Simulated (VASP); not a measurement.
# Ga2AgAs2 in VASP: single point with PBE

Aim: the single point of Ga2AgAs2 with PBE.

All numbers are computed with VASP 6.6.1; they aren't measurements. Logs are shortened: lines on timing, memory, paths and dates and some standing lists are left out, and cuts for length are marked.

### Step 1. The cell of the first run

The cell holds a slab with vacuum, 5 atoms: a = 4.063 Å, b = 4.063 Å, c = 19.890 Å, α = 90.00°, β = 90.00°, γ = 90.00°.

### Step 2. Single point, PBE, collinear spin

The input, INCAR:

```
PREC     = Accurate       # precision mode
ENCUT    = 520            # plane-wave cutoff, eV
EDIFF    = 1E-6           # SCF threshold, eV
ISMEAR   = 0              # smearing method
SIGMA    = 0.05           # smearing width, eV
LREAL    = False          # projectors in reciprocal space
LASPH    = True           # aspherical terms in the spheres
NELM     = 150            # most SCF steps
ALGO     = Normal         # electronic algorithm
ISIF     = 2              # what is computed and relaxed
LWAVE    = False          # write WAVECAR
LCHARG   = True           # write CHGCAR
ISPIN    = 2              # spin polarisation
MAGMOM   = 0 0 0 0 1      # initial moments
LORBIT   = 11             # projections on sites
LMAXMIX  = 4              # l up to which the mixer works
LDIPOL   = True         
IDIPOL   = 3            
DIPOL    = 0.5 0.5 0.350
GGA      = PE             # functional
LELF     = True           # ELF
LVHAR    = True         
LVACPOTAV= True         
NBANDS   = 36             # bands
```

The input, KPOINTS:

```
Automatic mesh
0
Gamma
  7 7 1
```

The input, POSCAR:

```
Ga2AgAs2
1.0
    4.0629609260      0.0000000000      0.0000000000
    0.0000000000      4.0629609260      0.0000000000
    0.0000000000      0.0000000000     19.8904986549
As Ga Ag
2 2 1
Direct
    0.0000000000      0.5000000000      0.2011010417
    0.5000000000      0.0000000000      0.3511019678
    0.5000000000      0.5000000000      0.2733201266
    0.0000000000      0.0000000000      0.4207422845
    0.0000000000      0.5000000000      0.5012436711
```

Potentials or basis: VASP PAW PBE potentials, release 64 (As, Ga_d, Ag).

Started as:

```console
cat potpaw_PBE.64/As/POTCAR potpaw_PBE.64/Ga_d/POTCAR potpaw_PBE.64/Ag/POTCAR > POTCAR
mpirun -np 1 vasp_std > vasp.out
```

OUTCAR:

```text
PREC = Accurate
   ENCUT = 520
   EDIFF = 1E-6
   ISMEAR = 0
   LREAL = False
   LASPH = True
   NELM = 150
   ISIF = 2
   ISPIN = 2
   LORBIT = 11
   GGA = PE

 ion  position               nearest neighbor table
   1  0.000  0.500  0.201-   3 2.49   3 2.49
   2  0.500  0.000  0.351-   4 2.46   4 2.46   3 2.55   3 2.55
   3  0.500  0.500  0.273-   1 2.49   1 2.49   2 2.55   2 2.55
   4  0.000  0.000  0.421-   2 2.46   2 2.46   5 2.59   5 2.59
   5  0.000  0.500  0.501-   4 2.59   4 2.59

  LATTYP: Found a simple tetragonal cell.
 ALAT       =     4.0629609260
 C/A-ratio  =     4.8955673011

  Lattice vectors:

 A1 = (   4.0629609260,   0.0000000000,   0.0000000000)
 A2 = (   0.0000000000,   4.0629609260,   0.0000000000)
 A3 = (   0.0000000000,   0.0000000000,  19.8904986549)

Analysis of symmetry for initial positions (statically):
=====================================================================
 Subroutine PRICEL returns:
 Original cell was already a primitive cell.

 Routine SETGRP: Setting up the symmetry group for a
 simple tetragonal supercell.

 Subroutine GETGRP returns: Found  4 space group operations
 (whereof  4 operations were pure point group operations)
 out of a pool of 16 trial point group operations.

The static configuration has the point symmetry C_2v.

Analysis of symmetry for dynamics (positions and initial velocities):
=====================================================================
 Subroutine PRICEL returns:
 Original cell was already a primitive cell.

 Routine SETGRP: Setting up the symmetry group for a
 simple tetragonal supercell.

 Subroutine GETGRP returns: Found  4 space group operations
 (whereof  4 operations were pure point group operations)
 out of a pool of 16 trial point group operations.

The dynamic configuration has the point symmetry C_2v.

Analysis of structural, dynamic, and magnetic symmetry:
=====================================================================
 Subroutine PRICEL returns:
 Original cell was already a primitive cell.

 Routine SETGRP: Setting up the symmetry group for a
 simple tetragonal supercell.

 Subroutine GETGRP returns: Found  4 space group operations
 (whereof  4 operations were pure point group operations)
 out of a pool of 16 trial point group operations.

The overall configuration has the point symmetry C_2v.

[... 126 lines left out ...]
 spin polarized calculation
 Gauss-broadening in eV      SIGMA  =   0.05
  energy-cutoff  :      520.00
  volume of cell :      328.35
 maximum number of plane-waves:      8887
 NGX is ok and might be reduce to    30
   NGX = 15   NGY = 15   NGZ = 73

 dipolmoment           0.000000      0.000000      0.000024 electrons x Angstroem

 number of electron      47.0000024 magnetization       0.3585483

 dipolmoment           0.000000      0.000000     -0.150253 electrons x Angstroem

 Free energy of the ion-electron system (eV)
  ---------------------------------------------------
  ext. energy  EPLUGINS =         0.00000000
  ---------------------------------------------------
  free energy    TOTEN  =       -16.35439523 eV

  energy without entropy =      -16.35132012  energy(sigma->0) =      -16.35285768

 E-fermi :  -1.9203     XC(G=0):  -4.3150

 val. band max:       -1.9328921783   @ k =   0.4286   0.4286   0.0000
 cond. band min:      -1.8648122227   @ k =  -0.2857   0.4286   0.0000
 fundamental gap:      0.0680799556
 Fermi energy:        -1.9203243263

 spin component 1

 k-point     1 :       0.0000    0.0000    0.0000
  band No.  band energies     occupation
      1     -16.4624      1.00000
      2     -16.4152      1.00000
      3     -16.3843      1.00000
      4     -16.3623      1.00000
      5     -16.3604      1.00000
      6     -16.0385      1.00000
[... 597 lines left out ...]
     34       5.6101      0.00000
     35       5.6777      0.00000
 Fermi energy:        -1.9203243263

 spin component 2

 k-point     1 :       0.0000    0.0000    0.0000
  band No.  band energies     occupation
      1     -16.4570      1.00000
      2     -16.4087      1.00000
      3     -16.3780      1.00000
      4     -16.3562      1.00000
      5     -16.3549      1.00000
      6     -16.0379      1.00000
[... 597 lines left out ...]
     34       5.6412      0.00000
     35       5.7312      0.00000
 [bands above 35 left out]

------------------------ aborting loop because EDIFF is reached ----------------------------------------

  FORCE on cell =-STRESS in cart. coord.  units (eV):
  Direction    XX          YY          ZZ          XY          YZ          ZX
  --------------------------------------------------------------------------------------
  -------------------------------------------------------------------------------------
  Total       -1.3119765     -2.9507164     -0.6045660      0.0000000      0.0000000      0.0000000
  in kB       -6.4018527    -14.3981633     -2.9500090      0.0000000      0.0000000      0.0000000
  external PRESSURE =      -7.9166750 kB  Pullay stress =       0.0000000 kB

 VOLUME and BASIS-vectors are now :
 -----------------------------------------------------------------------------
  energy-cutoff  :      520.00
  volume of cell :      328.35
      direct lattice vectors                 reciprocal lattice vectors
     4.062960926  0.000000000  0.000000000     0.246125921  0.000000000  0.000000000
     0.000000000  4.062960926  0.000000000     0.000000000  0.246125921  0.000000000
     0.000000000  0.000000000 19.890498655     0.000000000  0.000000000  0.050275260

 POSITION                                       TOTAL-FORCE (eV/Angst)
 -----------------------------------------------------------------------------------
      0.00000      2.03148      4.00000         0.000000      0.000000      0.214250
      2.03148      0.00000      6.98359         0.000000      0.000000     -0.229110
      2.03148      2.03148      5.43647         0.000000      0.000000     -0.002845
      0.00000      0.00000      8.36877         0.000000      0.000000      0.010082
      0.00000      2.03148      9.96999         0.000000      0.000000      0.007623
 -----------------------------------------------------------------------------------
    total drift:                                0.000000      0.000000      0.002030

  FREE ENERGIE OF THE ION-ELECTRON SYSTEM (eV)
  ---------------------------------------------------
  free  energy   TOTEN  =       -16.3543952338 eV

  energy  without entropy=      -16.3513201178  energy(sigma->0) =      -16.35285768

 vacuum level on the upper side and lower side of the slab         2.199         3.847

 total charge

# of ion       s       p       d       tot
------------------------------------------
    1        1.290   1.343   0.016   2.649
    2        1.231   1.516   0.029   2.777
    3        0.900   0.724   9.976  11.600
    4        0.939   0.675   9.969  11.583
    5        0.504   0.088   9.211   9.803
--------------------------------------------------
tot          4.864   4.346  29.201  38.411

 magnetization (x)

# of ion       s       p       d       tot
------------------------------------------
    1        0.003   0.100   0.000   0.103
    2        0.001   0.018   0.000   0.020
    3       -0.003  -0.003   0.003  -0.003
    4        0.005   0.019   0.000   0.025
    5        0.006   0.007   0.004   0.017
--------------------------------------------------
tot          0.012   0.141   0.007   0.161
```

OSZICAR:

```text
N       E                     dE             d eps       ncg     rms          rms(c)
DAV:   1     0.309063970783E+03    0.30906E+03   -0.19689E+04  2444   0.121E+03
DAV:   2     0.182486356239E+02   -0.29082E+03   -0.27133E+03  2720   0.297E+02
DAV:   3    -0.155664527216E+02   -0.33815E+02   -0.33086E+02  2872   0.101E+02
[... 19 lines left out ...]
DAV:  23    -0.163543664365E+02   -0.39904E-04   -0.80365E-06  2108   0.719E-03    0.216E-03
DAV:  24    -0.163543852635E+02   -0.18827E-04   -0.45334E-06  2012   0.609E-03    0.123E-03
DAV:  25    -0.163543905674E+02   -0.53040E-05   -0.15464E-06  2020   0.512E-03    0.796E-04
DAV:  26    -0.163543938227E+02   -0.32552E-05   -0.13512E-06  1912   0.497E-03    0.597E-04
DAV:  27    -0.163543949471E+02   -0.11244E-05   -0.82593E-07  1968   0.421E-03    0.420E-04
DAV:  28    -0.163543952338E+02   -0.28678E-06   -0.34150E-07  1896   0.277E-03
   1 F= -.16354395E+02 E0= -.16352858E+02  d E =-.307512E-02  mag=     0.3587
```

stdout:

```text
POSCAR found type information on POSCAR AsGaAg
 POSCAR found :  3 types and       5 ions
 scaLAPACK will be used
 LDA part: xc-table for (Slater+PW92), standard interpolation
 POSCAR, INCAR and KPOINTS ok, starting setup
 FFT: planning ... GRIDC
 FFT: planning ... GRID_SOFT
 FFT: planning ... GRID
 WAVECAR not read
 entering main loop
 -----------------------------------------------------------------------------
|                                                                             |
|           W    W    AA    RRRRR   N    N  II  N    N   GGGG   !!!           |
|           W    W   A  A   R    R  NN   N  II  NN   N  G    G  !!!           |
|           W    W  A    A  R    R  N N  N  II  N N  N  G       !!!           |
|           W WW W  AAAAAA  RRRRR   N  N N  II  N  N N  G  GGG   !            |
|           WW  WW  A    A  R   R   N   NN  II  N   NN  G    G                |
|           W    W  A    A  R    R  N    N  II  N    N   GGGG   !!!           |
|                                                                             |
|     Did not find any points to average over, which means that no vacuum     |
|     field-free region was found. Please increase the size of  your cell     |
|     in the dimension of the dipole correction to obtain accurate            |
|     workfunction values.                                                    |
|                                                                             |
 -----------------------------------------------------------------------------
```

It took 15 min on 1 thread of Intel Xeon Platinum 8259CL at 2.50GHz (Skylake/Cascade Lake), shared host; peak memory 0.63 GiB.

Results:

* Free energy: -16.3544 eV
* Largest force: 0.229 eV/Å
* Net moment: 0.36 μB per cell
* Site moments: As +0.10, +0.02; Ga -0.00, +0.03; Ag +0.02 μB
* Valence electrons inside the program's atomic spheres: As 2.65, 2.78; Ga 11.60, 11.58; Ag 9.80

Forces on the atoms (eV/Å):
```
As   0.000  0.000  0.214
As   0.000  0.000 -0.229
Ga   0.000  0.000 -0.003
Ga   0.000  0.000  0.010
Ag   0.000  0.000  0.008
```

Caveat: a moment this small can come from the mesh or the smearing.
